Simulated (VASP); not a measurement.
Runs of VASP 6.6.1 on B. The structure is that of space group P6/mmm (No. 191), or close to it. The cells are those of the table. This isn't the form of B at room conditions, which is rhombohedral.

```tsv
cell	gap on the mesh (eV)	pressure (GPa)
a = 1.560, b = 1.560, c = 4.330 Å, angles 90.0, 90.0, 120.0°, 1 atom	none	(a)
a = 1.726, b = 1.726, c = 3.538 Å, angles 90.0, 90.0, 120.0°, 1 atom	none	-10.0
a = 1.675, b = 1.675, c = 3.756 Å, angles 90.0, 90.0, 120.0°, 1 atom	none	6.5
a = 1.750, b = 1.750, c = 3.439 Å, angles 90.0, 90.0, 120.0°, 1 atom	none	-16.9
```

Alike in all rows: task single point; level LDA; potentials or basis VASP PAW LDA potentials, release 64 (B); no spin polarisation; k mesh 36 × 36 × 14; cutoff (eV) 520; smearing gaussian 0.15 eV.

Q: Estimate the missing entries.

A: (a) 55.5.

Caveats: the cell stands under pressure (at least some runs); the cell stands under tension (at least some runs).

A gap of «none» marks levels without a gap at the run's occupations.
